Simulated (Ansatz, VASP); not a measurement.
## InAs in VASP and in Ansatz

```
CELL_PARAMETERS angstrom
0.00000 3.09348 3.09348
3.09348 0.00000 3.09348
3.09348 3.09348 0.00000
ATOMIC_POSITIONS crystal
In 0.00000 0.00000 0.00000
As 0.25000 0.25000 0.25000
```

Alike in both runs: functional PBE; k mesh 9 × 9 × 9; occupations fermi-dirac, width 0.02 eV; no spin polarisation.

Ansatz relaxed the structure, and its values are those at the end. VASP's run is a single point on that final structure, the one shown.

|  | VASP | Ansatz |
| --- | --- | --- |
| version | VASP 6.6.1 | Ansatz 0.2.0 |
| potentials or method | VASP PAW PBE potentials, release 64 (In_d, As) | PAW with Ansatz's default frozen-core files, scalar-relativistic |
| plane-wave cutoff (eV) | 500 | 420 |
| valence electrons in the cell | 18 | 28 |

```csv
,VASP,Ansatz,Ansatz less VASP
pressure (GPa),0.0,0.0,-0.05
```

With one functional, cell and mesh, what is left measures potentials, basis and numerics. VASP's potentials hold 18 valence electrons a cell and Ansatz's 28, so a difference there can come from the potentials and not from the codes.
